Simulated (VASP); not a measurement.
# TePd (Pm-3m) in VASP: further runs

The runs below take TePd through single point, with LDA+U.

Everything below comes from runs of VASP 6.6.1. Logs are shortened: lines on timing, memory, paths and dates and some standing lists are left out, and cuts for length are marked.

### 1 The cell of the first run

The structure is cubic, space group Pm-3m (No. 221). The conventional cell has a = 3.631 Å, b = 3.631 Å, c = 3.631 Å, α = 90.00°, β = 90.00°, γ = 90.00°. Pd (site symmetry m-3m) has 8 Te at 3.14 Å and 6 Pd at 3.63 Å within 4.1 Å. Te (site symmetry m-3m) has 8 Pd at 3.14 Å and 6 Te at 3.63 Å within 4.1 Å.

### 2 Single point, LDA+U, collinear spin, zero start

INCAR

```
SYSTEM = TePd
PREC = Accurate
ENCUT = 500
EDIFF = 1E-6
ISMEAR = 0
SIGMA = 0.05
LREAL = .False.
LASPH = .True.
NELM = 200
ALGO = Normal
ISIF = 2
LWAVE = .False.
LCHARG = .True.
ISPIN = 2
MAGMOM = 0 0
LORBIT = 11
NUPDOWN = 0.0
LMAXMIX = 4
LDAU = .True.
LDAUTYPE = 1
LDAUL = 2 -1
LDAUU = 5 0
LDAUJ = 0.9 0
LDAUPRINT = 1
GGA = CA
LELF = .True.
LVHAR = .True.
NBANDS = 19
GGA_COMPAT = .False.
```

KPOINTS

```
regular mesh
0
Gamma
  5 5 5
  0 0 0
```

POSCAR

```
TePd
1.0
    3.6310931200      0.0000000000      0.0000000000
    0.0000000000      3.6310931200      0.0000000000
    0.0000000000      0.0000000000      3.6310931200
Pd Te
1 1
Direct
    0.0000000000      0.0000000000      0.0000000000
    0.5000000000      0.5000000000      0.5000000000
```

Potentials or basis: VASP PAW LDA potentials, release 64 (Pd, Te).

Launch:

```sh
> cat potpaw_LDA.64/Pd/POTCAR potpaw_LDA.64/Te/POTCAR > POTCAR
> mpirun -np 1 vasp_std > vasp.out
```

OUTCAR:

```text
SYSTEM = TePd
   PREC = Accurate
   ENCUT = 500
   EDIFF = 1E-6
   ISMEAR = 0
   LREAL = .False.
   LASPH = .True.
   NELM = 200
   ISIF = 2
   ISPIN = 2
   LORBIT = 11
   NUPDOWN = 0.0
   GGA = CA

 ion  position               nearest neighbor table
   1  0.000  0.000  0.000-   2 3.14   2 3.14   2 3.14   2 3.14   2 3.14   2 3.14   2 3.14   2 3.14

   2  0.500  0.500  0.500-   1 3.14   1 3.14   1 3.14   1 3.14   1 3.14   1 3.14   1 3.14   1 3.14

  LATTYP: Found a simple cubic cell.
 ALAT       =     3.6310931200

  Lattice vectors:

 A1 = (   3.6310931200,   0.0000000000,   0.0000000000)
 A2 = (   0.0000000000,   3.6310931200,   0.0000000000)
 A3 = (   0.0000000000,   0.0000000000,   3.6310931200)

Analysis of symmetry for initial positions (statically):
=====================================================================
 Subroutine PRICEL returns:
 Original cell was already a primitive cell.

 Routine SETGRP: Setting up the symmetry group for a
 simple cubic supercell.

 Subroutine GETGRP returns: Found 48 space group operations
 (whereof 48 operations were pure point group operations)
 out of a pool of 48 trial point group operations.

The static configuration has the point symmetry O_h .

Analysis of symmetry for dynamics (positions and initial velocities):
=====================================================================
 Subroutine PRICEL returns:
 Original cell was already a primitive cell.

 Routine SETGRP: Setting up the symmetry group for a
 simple cubic supercell.

 Subroutine GETGRP returns: Found 48 space group operations
 (whereof 48 operations were pure point group operations)
 out of a pool of 48 trial point group operations.

The dynamic configuration has the point symmetry O_h .

Analysis of structural, dynamic, and magnetic symmetry:
=====================================================================
 Subroutine PRICEL returns:
 Original cell was already a primitive cell.

 Routine SETGRP: Setting up the symmetry group for a
 simple cubic supercell.

 Subroutine GETGRP returns: Found 48 space group operations
 (whereof 48 operations were pure point group operations)
 out of a pool of 48 trial point group operations.

The overall configuration has the point symmetry O_h .

 Subroutine INISYM returns: Found 48 space group operations
 (whereof 48 operations are pure point group operations),
 and found     1 'primitive' translations

----------------------------------------------------------------------------------------

                                     Primitive cell

  volume of cell :      47.8754

  direct lattice vectors                    reciprocal lattice vectors
     3.631093120  0.000000000  0.000000000     0.275399161  0.000000000  0.000000000
     0.000000000  3.631093120  0.000000000     0.000000000  0.275399161  0.000000000
     0.000000000  0.000000000  3.631093120     0.000000000  0.000000000  0.275399161

  length of vectors
     3.631093120  3.631093120  3.631093120     0.275399161  0.275399161  0.275399161

  position of ions in fractional coordinates (direct lattice)
     0.000000000  0.000000000  0.000000000
     0.500000000  0.500000000  0.500000000

  ion indices of the primitive-cell ions
   primitive index   ion index
                 1           1
                 2           2

----------------------------------------------------------------------------------------

 KPOINTS: regular mesh

Automatic generation of k-mesh.
 Grid dimensions read from file:
[... 61 lines left out ...]
   NELECT =      16.0000    total number of electrons
   NUPDOWN=       0.0000    fix difference up-down
   EMIN   =  10.00;   EMAX   =-10.00  energy-range for DOS
   EFERMI =   0.00;   METHOD = LEGACY
   ISMEAR =     0;   SIGMA  =   0.05  broadening in eV -4-tet -1-fermi 0-gaus
   EFERMI_NEDOS =   21; number of points for ismear=-14 and -15
   IALGO  =     38    algorithm
   IMIX   =      4    mixing-type and parameters
     AMIX     =   0.40;   BMIX     =  1.00
     AMIX_MAG =   1.60;   BMIX_MAG =  1.00
  volume/ion in A,a.u.               =      23.94       161.54
  Fermi-wavevector in a.u.,A,eV,Ry     =   1.136085  2.146889 17.560887  1.290689
  Thomas-Fermi vector in A             =   2.272790
   LORBIT       =     11    0 simple, 1 ext, 2 COOP (PROOUT), +10 PAW based schemes
 LDA+U is selected, type is set to LDAUTYPE =  1
   angular momentum for each species LDAUL =     2   -1
   U (eV)           for each species LDAUU =   5.0  0.0
   J (eV)           for each species LDAUJ =   0.9  0.0
   GGA     = CA    functional components
   LHFCALC =     F    Hartree Fock is set to
   AEXX    =    0.0000 exact exchange contribution
   IVDW    =     0    specifies the selected vdW correction
   LEPSILON=     F    determine dielectric tensor
   LRPA    =     F    only Hartree local field effects (RPA)
 spin polarized calculation
 Gauss-broadening in eV      SIGMA  =   0.05
  energy-cutoff  :      500.00
  volume of cell :       47.88
 maximum number of plane-waves:      1233
 NGX is ok and might be reduce to    28
   NGX = 13   NGY = 13   NGZ = 13

 number of electron      16.0000007 magnetization      -0.0000000

atom =   1  type =  1  l = 2

 onsite density matrix

spin component  1

  0.8820  0.0000 -0.0000 -0.0000 -0.0000
  0.0000  0.8820  0.0000 -0.0000  0.0000
 -0.0000  0.0000  0.9418  0.0000 -0.0000
 -0.0000 -0.0000  0.0000  0.8820  0.0000
 -0.0000  0.0000 -0.0000  0.0000  0.9418

spin component  2

  0.8820  0.0000 -0.0000 -0.0000 -0.0000
  0.0000  0.8820  0.0000 -0.0000  0.0000
 -0.0000  0.0000  0.9418  0.0000 -0.0000
 -0.0000 -0.0000  0.0000  0.8820  0.0000
 -0.0000  0.0000 -0.0000  0.0000  0.9418

 occupancies and eigenvectors

  o =  0.8820  v =  0.0000  0.0000  0.0000  0.0000  0.0000  0.0000 -0.1938  0.0000 -0.9810 -0.0000      0.0000  0.0000  0.0000  0.0000  0.0000  0.0000  0.0000  0.0000  0.0000  0.0000
  o =  0.8820  v =  0.0000  0.0000  0.0000  0.0000  0.0000  1.0000  0.0000  0.0000  0.0000  0.0000      0.0000  0.0000  0.0000  0.0000  0.0000  0.0000  0.0000  0.0000  0.0000  0.0000
  o =  0.8820  v =  0.0000  0.0000  0.0000  0.0000  0.0000  0.0000 -0.9810 -0.0000  0.1938 -0.0000      0.0000  0.0000  0.0000  0.0000  0.0000  0.0000  0.0000  0.0000  0.0000  0.0000
  o =  0.8820  v =  0.0000  0.9909 -0.0000 -0.1343 -0.0000  0.0000  0.0000  0.0000  0.0000  0.0000      0.0000  0.0000  0.0000  0.0000  0.0000  0.0000  0.0000  0.0000  0.0000  0.0000
  o =  0.8820  v =  1.0000  0.0000  0.0000  0.0000  0.0000  0.0000  0.0000  0.0000  0.0000  0.0000      0.0000  0.0000  0.0000  0.0000  0.0000  0.0000  0.0000  0.0000  0.0000  0.0000
  o =  0.8820  v =  0.0000  0.1343 -0.0000  0.9909  0.0000  0.0000  0.0000  0.0000  0.0000  0.0000      0.0000  0.0000  0.0000  0.0000  0.0000  0.0000  0.0000  0.0000  0.0000  0.0000
  o =  0.9418  v =  0.0000  0.0000  0.0000  0.0000  0.0000  0.0000  0.0000 -0.9981 -0.0000 -0.0618      0.0000  0.0000  0.0000  0.0000  0.0000  0.0000  0.0000  0.0000  0.0000  0.0000
  o =  0.9418  v =  0.0000  0.0000  0.0000  0.0000  0.0000  0.0000 -0.0000 -0.0618 -0.0000  0.9981      0.0000  0.0000  0.0000  0.0000  0.0000  0.0000  0.0000  0.0000  0.0000  0.0000
  o =  0.9418  v =  0.0000 -0.0000 -0.9981 -0.0000 -0.0608  0.0000  0.0000  0.0000  0.0000  0.0000      0.0000  0.0000  0.0000  0.0000  0.0000  0.0000  0.0000  0.0000  0.0000  0.0000
  o =  0.9418  v =  0.0000  0.0000 -0.0608 -0.0000  0.9981  0.0000  0.0000  0.0000  0.0000  0.0000      0.0000  0.0000  0.0000  0.0000  0.0000  0.0000  0.0000  0.0000  0.0000  0.0000

 number of electron      16.0000007 magnetization       0.0000000

 Free energy of the ion-electron system (eV)
  ---------------------------------------------------
  ext. energy  EPLUGINS =         0.00000000
  ---------------------------------------------------
  free energy    TOTEN  =        -7.83232804 eV

  energy without entropy =       -7.82912377  energy(sigma->0) =       -7.83072590

 E-fermi :   6.8117     XC(G=0): -10.8663

 val. band max:        6.7944342607   @ k =   0.4000   0.4000   0.4000
 cond. band min:       7.1208922001   @ k =   0.2000   0.0000   0.0000
 fundamental gap:      0.3264579395
 Fermi energy:         6.8117148863

 spin component 1

 k-point     1 :       0.0000    0.0000    0.0000
  band No.  band energies     occupation
      1      -5.6758      1.00000
      2       3.4830      1.00000
      3       3.4830      1.00000
      4       4.5942      1.00000
      5       4.5942      1.00000
      6       4.5942      1.00000
[... 196 lines left out ...]
      5       4.6623      1.00000
      6       4.6623      1.00000
[... 11 lines left out ...]
     18      25.2203      0.00000
     19      25.7283      0.00000
 Fermi energy:         6.8117151058

 spin component 2

 k-point     1 :       0.0000    0.0000    0.0000
  band No.  band energies     occupation
      1      -5.6758      1.00000
      2       3.4830      1.00000
      3       3.4830      1.00000
      4       4.5942      1.00000
      5       4.5942      1.00000
      6       4.5942      1.00000
[... 197 lines left out ...]
      6       4.6623      1.00000
[... 11 lines left out ...]
     18      25.2203      0.00000
     19      25.7283      0.00000

------------------------ aborting loop because EDIFF is reached ----------------------------------------

  FORCE on cell =-STRESS in cart. coord.  units (eV):
  Direction    XX          YY          ZZ          XY          YZ          ZX
  --------------------------------------------------------------------------------------
  -------------------------------------------------------------------------------------
  Total       -5.2496656     -5.2496656     -5.2496656     -0.0000000      0.0000000      0.0000000
  in kB     -175.6831319   -175.6831319   -175.6831319     -0.0000000      0.0000000      0.0000000
  external PRESSURE =    -175.6831319 kB  Pullay stress =       0.0000000 kB

 VOLUME and BASIS-vectors are now :
 -----------------------------------------------------------------------------
  energy-cutoff  :      500.00
  volume of cell :       47.88
      direct lattice vectors                 reciprocal lattice vectors
     3.631093120  0.000000000  0.000000000     0.275399161  0.000000000  0.000000000
     0.000000000  3.631093120  0.000000000     0.000000000  0.275399161  0.000000000
     0.000000000  0.000000000  3.631093120     0.000000000  0.000000000  0.275399161

 POSITION                                       TOTAL-FORCE (eV/Angst)
 -----------------------------------------------------------------------------------
      0.00000      0.00000      0.00000         0.000000      0.000000      0.000000
      1.81555      1.81555      1.81555         0.000000      0.000000      0.000000
 -----------------------------------------------------------------------------------
    total drift:                               -0.000000      0.000000     -0.000000

  FREE ENERGIE OF THE ION-ELECTRON SYSTEM (eV)
  ---------------------------------------------------
  free  energy   TOTEN  =        -7.8323280353 eV

  energy  without entropy=       -7.8291237732  energy(sigma->0) =       -7.83072590

 total charge

# of ion       s       p       d       tot
------------------------------------------
    1        0.248   0.207   9.009   9.464
    2        1.454   1.677   0.043   3.174
--------------------------------------------------
tot          1.701   1.885   9.052  12.638

 magnetization (x)

# of ion       s       p       d       tot
------------------------------------------
    1        0.000  -0.000   0.000   0.000
    2       -0.000  -0.000  -0.000  -0.000
--------------------------------------------------
tot         -0.000  -0.000   0.000  -0.000
```

Wall time 34 s (1 thread of AMD EPYC 7R13, shared host); peak memory 0.13 GiB.

What came out:

| Item | Value |
| --- | --- |
| Free energy | -7.8323 eV |
| Pressure | -17.6 GPa |
| Net moment | 0.00 μB per cell |
| Valence electrons inside the program's atomic spheres | Pd 9.46; Te 3.17 |

Eigenvalues of the final occupation matrices:
```csv
site,spin,trace,eigenvalues
site 1 d,1,4.53,0.88 0.88 0.88 0.94 0.94
site 1 d,2,4.53,0.88 0.88 0.88 0.94 0.94
```

Caveat: spin-orbit coupling is left out, which moves the levels of the heavy elements; the total moment is fixed, so each spin has its own Fermi level; the U is typed as a test and isn't derived for this compound.

### 3 Single point, LDA+U, collinear spin, ferromagnetic start

INCAR

```
SYSTEM = TePd
ALGO = Normal
EDIFF = 1E-6
ENCUT = 500
GGA = CA
GGA_COMPAT = .FALSE.
ISIF = 2
ISMEAR = 0
ISPIN = 2
LASPH = .TRUE.
LCHARG = .FALSE.
LDAU = .TRUE.
LDAUJ = 0.9 0
LDAUL = 2 -1
LDAUPRINT = 1
LDAUTYPE = 1
LDAUU = 5 0
LMAXMIX = 4
LORBIT = 11
LREAL = .FALSE.
LWAVE = .FALSE.
MAGMOM = 1 0
NBANDS = 19
NELM = 200
NUPDOWN = 1.0
PREC = Accurate
SIGMA = 0.05
```

KPOINTS

```
k-points
0
G
  5 5 5
  0 0 0
```

POSCAR is that of step 2.

Potentials or basis: VASP PAW LDA potentials, release 64 (Pd, Te).

Launch:

```sh
> cat potpaw_LDA.64/Pd/POTCAR potpaw_LDA.64/Te/POTCAR > POTCAR
> mpirun -np 1 vasp_std > vasp.out
```

Run time: 30 s. Hardware: 1 thread of AMD EPYC 7R13, shared host; peak memory 0.12 GiB.

It converged, with:

```
Free energy                                           : -7.4650 eV
Pressure                                              : -15.4 GPa
Net moment                                            : 1.00 μB per cell
Site moments                                          : Pd +0.46; Te +0.33 μB
Valence electrons inside the program's atomic spheres : Pd 9.43; Te 3.20
```

Eigenvalues of the final occupation matrices:
```tsv
site	spin	trace	eigenvalues
site 1 d	1	4.74	0.94 0.94 0.95 0.95 0.95
site 1 d	2	4.30	0.81 0.81 0.81 0.93 0.93
```

Caveat: spin-orbit coupling is left out, which moves the levels of the heavy elements; the total moment is fixed, so each spin has its own Fermi level; the U is typed as a test and isn't derived for this compound.

### 4 Single point, LDA+U, collinear spin, ferromagnetic start

INCAR

```
SYSTEM = TePd
PREC     = Accurate       ! precision mode
ENCUT    = 500            ! plane-wave cutoff, eV
EDIFF    = 1E-6           ! SCF threshold, eV
ISMEAR   = 0              ! smearing method
SIGMA    = 0.05           ! smearing width, eV
LREAL    = .False.        ! projectors in reciprocal space
LASPH    = .True.         ! aspherical terms in the spheres
NELM     = 200            ! most SCF steps
ALGO     = Normal         ! electronic algorithm
ISIF     = 2              ! what is computed and relaxed
LWAVE    = .False.        ! write WAVECAR
LCHARG   = .False.        ! write CHGCAR
ISPIN    = 2              ! spin polarisation
MAGMOM   = 2 0            ! initial moments
LORBIT   = 11             ! projections on sites
LMAXMIX  = 4              ! l up to which the mixer works
LDAU     = .True.         ! DFT+U
LDAUTYPE = 1            
LDAUL    = 2 -1           ! shell
LDAUU    = 5 0            ! U, eV
LDAUJ    = 0.9 0        
LDAUPRINT= 1            
NBANDS   = 19             ! bands
GGA_COMPAT= .False.
```

KPOINTS

```
Automatic mesh
0
Gamma
  5 5 5
  0 0 0
```

POSCAR is that of step 3.

Launch:

```sh
> cat potpaw_LDA.64/Pd/POTCAR potpaw_LDA.64/Te/POTCAR > POTCAR
> mpirun -np 1 vasp_std > vasp.out
```

Run time: 39 s. Hardware: 1 thread of AMD EPYC 7R13, shared host; peak memory 0.12 GiB.

Results (log left out):

```yaml
Free_energy: -7.8324 eV
Pressure: -17.6 GPa
Net_moment: -0.06 μB per cell
Site_moments: Pd -0.05; Te -0.01 μB
Valence_electrons_inside_the_program's_atomic_spheres: Pd 9.46; Te 3.17
```

Levels at points of the mesh, in eV from the Fermi level:
Spin up:
| k point | band 6 | band 7 | band 8 | band 9 | band 10 | band 11 |
| --- | --- | --- | --- | --- | --- | --- |
| (0.00, 0.00, 0.00) | -2.18 | -0.45 | -0.45 | -0.45 | 1.88 | 6.51 |
Spin down:
| k point | band 5 | band 6 | band 7 | band 8 | band 9 | band 10 | band 11 | band 12 |
| --- | --- | --- | --- | --- | --- | --- | --- | --- |
| (0.00, 0.00, 0.00) | -2.27 | -2.27 | -0.46 | -0.46 | -0.46 | 1.87 | 6.50 | 6.50 |

Eigenvalues of the final occupation matrices:
| site | spin | trace | eigenvalues |
| --- | --- | --- | --- |
| site 1 d | 1 | 4.51 | 0.87 0.87 0.87 0.94 0.94 |
| site 1 d | 2 | 4.55 | 0.89 0.89 0.89 0.94 0.94 |

Caveat: spin-orbit coupling is left out, which moves the levels of the heavy elements; the U is typed as a test and isn't derived for this compound.

### 5 Summary

```csv
spin,fixed moment (μB),pressure (GPa),moment (μB)
"collinear, zero start",0.0,-17.6,0.00
"collinear, ferromagnetic start",1.0,-15.4,1.00
"collinear, ferromagnetic start",-,-17.6,0.06
```

Alike in all rows: task single point; level LDA+U; potentials or basis VASP PAW LDA potentials, release 64 (Pd, Te); Pd d U = 5.0 eV, J = 0.9 eV; cell as given; k mesh 5 × 5 × 5; cutoff (eV) 500; smearing gaussian 0.05 eV.

Caveats: spin-orbit coupling is left out, which moves the levels of the heavy elements; the U is typed as a test and isn't derived for this compound; the total moment is fixed, so each spin has its own Fermi level (some runs).

Absolute energies hang on the potentials; compare differences alone.
